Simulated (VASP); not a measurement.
# Zr (I4/mmm) in VASP: a series of runs

Runs on Zr. Level: PBE. Tasks: single point.

Program: VASP 6.6.1. These are calculated values, not measurements. Logs are shortened: lines on timing, memory, paths and dates and some standing lists are left out, and cuts for length are marked.

## Step 1: The cell of the first run

It takes space group I4/mmm (No. 139, tetragonal). Conventional cell: a = 3.236 Å, b = 3.236 Å, c = 4.363 Å, α = 90.00°, β = 90.00°, γ = 90.00°. Within 4.2 Å of Zr (site symmetry 4/mmm) lie 12 Zr at 3.16 to 3.24 Å.

## Step 2: Single point, PBE (volume 22.837 Å^3 an atom, c/a of the conventional cell 1.3484)

File INCAR:

```
ALGO = Normal ; EDIFF = 1E-6
ENCUT = 500 ; GGA = PE
GGA_COMPAT = False ; ISIF = 2
ISMEAR = 0 ; LASPH = True
LCHARG = False ; LREAL = False
LWAVE = False ; NBANDS = 12
NELM = 120 ; PREC = Accurate
SIGMA = 0.15
```

File KPOINTS:

```
k-points
0
Gamma
  20 20 20
```

File POSCAR:

```
Zr
1.0
   -1.6177816986      1.6177816986      2.1814168423
    1.6177816986     -1.6177816986      2.1814168423
    1.6177816986      1.6177816986     -2.1814168423
Zr
1
Direct
    0.0000000000      0.0000000000      0.0000000000
```

Potentials or basis: VASP PAW PBE potentials, release 64 (Zr_sv).

Launch:

```console
cat potpaw_PBE.64/Zr_sv/POTCAR > POTCAR
mpirun -np 1 vasp_std > vasp.out
```

OUTCAR:

```text
EDIFF = 1E-6
   ENCUT = 500
   GGA = PE
   ISIF = 2
   ISMEAR = 0
   LASPH = True
   LREAL = False
   NELM = 120
   PREC = Accurate

 ion  position               nearest neighbor table
   1  0.000  0.000  0.000-

  LATTYP: Found a body centered tetragonal cell.
 ALAT       =     3.2355633972
 C/A-ratio  =     1.3483999999

  Lattice vectors:

 A1 = (  -1.6177816986,   1.6177816986,   2.1814168423)
 A2 = (   1.6177816986,  -1.6177816986,   2.1814168423)
 A3 = (   1.6177816986,   1.6177816986,  -2.1814168423)

Analysis of symmetry for initial positions (statically):
=====================================================================
 Subroutine PRICEL returns:
 Original cell was already a primitive cell.

 Routine SETGRP: Setting up the symmetry group for a
 body centered tetragonal supercell.

 Subroutine GETGRP returns: Found 16 space group operations
 (whereof 16 operations were pure point group operations)
 out of a pool of 16 trial point group operations.

The static configuration has the point symmetry D_4h.

Analysis of symmetry for dynamics (positions and initial velocities):
=====================================================================
 Subroutine PRICEL returns:
 Original cell was already a primitive cell.

 Routine SETGRP: Setting up the symmetry group for a
 body centered tetragonal supercell.

 Subroutine GETGRP returns: Found 16 space group operations
 (whereof 16 operations were pure point group operations)
 out of a pool of 16 trial point group operations.

The dynamic configuration has the point symmetry D_4h.

 Subroutine INISYM returns: Found 16 space group operations
 (whereof 16 operations are pure point group operations),
 and found     1 'primitive' translations

----------------------------------------------------------------------------------------

                                     Primitive cell

  volume of cell :      22.8370

  direct lattice vectors                    reciprocal lattice vectors
    -1.617781699  1.617781699  2.181416842     0.000000000  0.309065185  0.229208829
     1.617781699 -1.617781699  2.181416842     0.309065185  0.000000000  0.229208829
     1.617781699  1.617781699 -2.181416842     0.309065185  0.309065185  0.000000000

  length of vectors
     3.161172993  3.161172993  3.161172993     0.384783024  0.384783024  0.437084176

  position of ions in fractional coordinates (direct lattice)
     0.000000000  0.000000000  0.000000000

  ion indices of the primitive-cell ions
   primitive index   ion index
                 1           1

----------------------------------------------------------------------------------------

 KPOINTS: k-points

Automatic generation of k-mesh.
 Grid dimensions read from file:
 generate k-points for:   20   20   20

 Generating k-lattice:

  Cartesian coordinates                     Fractional coordinates (reciprocal lattice)
     0.000000000  0.015453259  0.011460441     0.050000000  0.000000000 -0.000000000
     0.015453259  0.000000000  0.011460441     0.000000000  0.050000000 -0.000000000
     0.015453259  0.015453259  0.000000000     0.000000000  0.000000000  0.050000000

  Length of vectors
     0.019239151  0.019239151  0.021854209

  Shift w.r.t. Gamma in fractional coordinates (k-lattice)
     0.000000000  0.000000000  0.000000000

 Subroutine IBZKPT returns following result:
 ===========================================

 Found    641 irreducible k-points:

 Following reciprocal coordinates:
            Coordinates               Weight
  0.000000  0.000000  0.000000      1.000000
  0.050000 -0.000000  0.000000      8.000000
  0.100000 -0.000000  0.000000      8.000000
  0.150000 -0.000000  0.000000      8.000000
  0.200000 -0.000000  0.000000      8.000000
  0.250000 -0.000000  0.000000      8.000000
[... 16 lines left out ...]
 -0.400000  0.050000 -0.000000     16.000000
 -0.350000  0.050000 -0.000000     16.000000
 [... further k-points ...]
   k-points           NKPTS =    641   k-points in BZ     NKDIM =    641   number of bands    NBANDS=     12
   number of dos      NEDOS =    301   number of ions     NIONS =      1
   total plane-waves  NPLWV =  13824
   dimension x,y,z NGX =    24 NGY =   24 NGZ =   24
   dimension x,y,z NGXF=    48 NGYF=   48 NGZF=   48
   ions per type =               1
   NGX,Y,Z   is equivalent  to a cutoff of  12.62, 12.62, 12.62 a.u.
   NGXF,Y,Z  is equivalent  to a cutoff of  25.24, 25.24, 25.24 a.u.
 SYSTEM =  unknown system
   PREC   = accura    normal or accurate (medium, high low for compatibility)
   ISTART =      0    job   : 0-new  1-cont  2-samecut
   ICHARG =      2    charge: 1-file 2-atom 10-const
   ISPIN  =      1    spin polarized calculation?
   LNONCOLLINEAR =      F non collinear calculations
   LSORBIT =      F    spin-orbit coupling
   LASPH  =      T    aspherical Exc in radial PAW
   ENCUT  =  500.0 eV  36.75 Ry    6.06 a.u.   5.76  5.76  5.76*2*pi/ulx,y,z
   NELM   =    120;   NELMIN=  2; NELMDL= -5     # of ELM steps
   EDIFF  = 0.1E-05   stopping-criterion for ELM
   LREAL  =      F    real-space projection
   EDIFFG = 0.1E-04   stopping-criterion for IOM
   NSW    =      0    number of steps for IOM
   IBRION =     -1    ionic relax: 0-MD 1-quasi-New 2-CG
   NFREE  =      0    steps in history (QN), initial steepest desc. (CG)
   ISIF   =      2    stress and relaxation
   ISYM   =      2    0-nonsym 1-usesym 2-fastsym
   POTIM  = 0.5000    time-step for ionic-motion
   TEBEG  =    0.0;   TEEND  =   0.0 temperature during run
   PSTRESS=    0.0 pullay stress
   NELECT =      12.0000    total number of electrons
   NUPDOWN=      -1.0000    fix difference up-down
   EMIN   =  10.00;   EMAX   =-10.00  energy-range for DOS
   EFERMI =   0.00;   METHOD = LEGACY
   ISMEAR =     0;   SIGMA  =   0.15  broadening in eV -4-tet -1-fermi 0-gaus
   EFERMI_NEDOS =   21; number of points for ismear=-14 and -15
   IALGO  =     38    algorithm
   IMIX   =      4    mixing-type and parameters
     AMIX     =   0.40;   BMIX     =  1.00
     AMIX_MAG =   1.60;   BMIX_MAG =  1.00
  volume/ion in A,a.u.               =      22.84       154.11
  Fermi-wavevector in a.u.,A,eV,Ry     =   1.321060  2.496441 23.744867  1.745199
  Thomas-Fermi vector in A             =   2.450841
   LORBIT       =      0    0 simple, 1 ext, 2 COOP (PROOUT), +10 PAW based schemes
   GGA     = PE    functional components
   LHFCALC =     F    Hartree Fock is set to
   AEXX    =    0.0000 exact exchange contribution
   IVDW    =     0    specifies the selected vdW correction
   LEPSILON=     F    determine dielectric tensor
   LRPA    =     F    only Hartree local field effects (RPA)
 non-spin polarized calculation
 Gauss-broadening in eV      SIGMA  =   0.15
  energy-cutoff  :      500.00
  volume of cell :       22.84
 maximum number of plane-waves:       594
   NGX = 11   NGY = 11   NGZ = 11

 number of electron      12.0000000 magnetization

 Free energy of the ion-electron system (eV)
  ---------------------------------------------------
  ext. energy  EPLUGINS =         0.00000000
  ---------------------------------------------------
  free energy    TOTEN  =        -8.48471475 eV

  energy without entropy =       -8.46752699  energy(sigma->0) =       -8.47612087

 E-fermi :   9.0923     XC(G=0): -11.1699

 val. band max:        9.0920847538   @ k =  -0.1500   0.1500   0.1000
 cond. band min:       9.0972614533   @ k =  -0.0500  -0.2500   0.0500
 fundamental gap:      0.0051766994
 Fermi energy:         9.0923143650

 k-point     1 :       0.0000    0.0000    0.0000
  band No.  band energies     occupation
      1     -39.5669      2.00000
      2     -17.0578      2.00000
      3     -17.0578      2.00000
      4     -17.0501      2.00000
      5       3.5195      2.00000
      6       9.9426      0.00000
      7       9.9426      0.00000
      8      10.4224      0.00000
      9      12.2077      0.00000
     10      12.8700      0.00000
     11      19.6692      0.00000
     12      23.4778      0.00000

 k-point     2 :       0.0500   -0.0000    0.0000
  band No.  band energies     occupation
      1     -39.5632      2.00000
      2     -17.0823      2.00000
      3     -17.0619      2.00000
      4     -17.0549      2.00000
      5       3.6024      2.00000
      6       9.9062      0.00000
      7       9.9810      0.00000
      8      10.4196      0.00000
      9      12.1753      0.00000
     10      12.8221      0.00000
     11      19.8494      0.00000
     12      23.2953      0.00000

 k-point     3 :       0.1000   -0.0000    0.0000
  band No.  band energies     occupation
      1     -39.5525      2.00000
      2     -17.1591      2.00000
      3     -17.0738      2.00000
      4     -17.0624      2.00000
      5       3.8439      2.00000
      6       9.7612      0.00000
      7      10.0811      0.00000
      8      10.4636      0.00000
      9      12.1034      0.00000
     10      12.7008      0.00000
     11      20.3426      0.00000
     12      22.6852      0.00000
[... 286 lines left out ...]
 k-point    23 :      -0.4000    0.0500   -0.0000
  band No.  band energies     occupation
      1     -39.4329      2.00000
      2     -17.9450      2.00000
      3     -17.2085      2.00000
      4     -17.1533      2.00000
      5       6.0946      2.00000
      6       9.4864      0.00020
      7       9.7604      0.00000
      8      10.4008      0.00000
      9      13.6480      0.00000
     10      13.9588      0.00000
     11      19.0436      0.00000
     12      21.0381      0.00000

 k-point    24 :      -0.3500    0.0500   -0.0000
  band No.  band energies     occupation
      1     -39.4516      2.00000
      2     -17.8275      2.00000
      3     -17.1869      2.00000
      4     -17.1424      2.00000
      5       5.9035      2.00000
      6       9.1859      0.37759
      7       9.8743      0.00000
      8      10.5203      0.00000
      9      13.0874      0.00000
     10      13.5481      0.00000
     11      19.4001      0.00000
     12      22.0924      0.00000

 [... further k-points ...]
[... 5 lines left out ...]
  --------------------------------------------------------------------------------------
  -------------------------------------------------------------------------------------
  Total        0.1421239      0.1421239      0.3500107      0.0000000      0.0000000      0.0000000
  in kB        9.9710128      9.9710128     24.5557597      0.0000000      0.0000000      0.0000000
  external PRESSURE =      14.8325951 kB  Pullay stress =       0.0000000 kB

 VOLUME and BASIS-vectors are now :
 -----------------------------------------------------------------------------
  energy-cutoff  :      500.00
  volume of cell :       22.84
      direct lattice vectors                 reciprocal lattice vectors
    -1.617781699  1.617781699  2.181416842     0.000000000  0.309065185  0.229208829
     1.617781699 -1.617781699  2.181416842     0.309065185  0.000000000  0.229208829
     1.617781699  1.617781699 -2.181416842     0.309065185  0.309065185  0.000000000

 POSITION                                       TOTAL-FORCE (eV/Angst)
 -----------------------------------------------------------------------------------
      0.00000      0.00000      0.00000         0.000000      0.000000      0.000000
 -----------------------------------------------------------------------------------
    total drift:                                0.000000      0.000000      0.000000

  FREE ENERGIE OF THE ION-ELECTRON SYSTEM (eV)
  ---------------------------------------------------
  free  energy   TOTEN  =        -8.4847147541 eV

  energy  without entropy=       -8.4675269875  energy(sigma->0) =       -8.47612087
```

Wall time 57 s (1 thread of Intel Xeon Platinum 8488C (Sapphire Rapids), shared host); peak memory 0.27 GiB.

Results:

```yaml
Free_energy: -8.4847 eV
Pressure: 1.5 GPa
Band_gap_on_the_k_mesh: zero (band 6 reaches 10.01 eV, above the bottom of band 7 at 8.56 eV)
```

Levels at points of the mesh, in eV from the Fermi level:
```tsv
k point	band 4	band 5	band 6	band 7	band 8	band 9
(0.00, 0.00, 0.00)	-26.14	-5.57	0.85	0.85	1.33	3.12
(0.50, 0.00, 0.00)	-26.24	-2.97	0.53	1.11	1.19	5.13
(0.50, 0.50, 0.00)	-26.44	-3.04	-2.18	2.87	5.27	5.56
(0.50, 0.50, 0.50)	-26.56	-3.03	-2.31	3.62	5.28	5.82
```

(Part 1 of 2 ends here.)
